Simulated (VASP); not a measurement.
Al8Cu4P, 13 atoms in the cell. The cell holds a slab with vacuum, 13 atoms: a = 5.743 Å, b = 7.000 Å, c = 16.488 Å, α = 90.00°, β = 90.00°, γ = 114.22°. 

| Item | Value |
| --- | --- |
| Program | VASP 6.6.1 |
| Task | single point |
| Functional | PBEsol |
| Potentials or basis | VASP PAW PBE potentials, release 64 (Al, Cu, P) |
| Cutoff | 520 eV |
| k mesh | 2 × 2 × 1 |
| Occupations | fermi-dirac, width 0.15 eV |
| Spin | no spin polarisation |
| Dipole correction | no |
| Further INCAR settings | ALGO = Normal; EDIFF = 1e-07; NBANDS = 48 |

Potentials or basis: VASP PAW PBE potentials, release 64 (Al, Cu, P).

Launch:

```bash
$ cat potpaw_PBE.64/Al/POTCAR potpaw_PBE.64/Cu/POTCAR potpaw_PBE.64/P/POTCAR > POTCAR
$ mpirun -np 1 vasp_std > vasp.out
```

Hardware: 1 thread of AMD EPYC 9R45 96-Core Processor (Zen 5), with other jobs on the host.

Problem. Estimate the wall time of this run.

Solution. It took 2.8 min on 1 thread of AMD EPYC 9R45 96-Core Processor (Zen 5) (shared host), peak memory 0.67 GiB. Counts: scf iterations 28, k points 4.
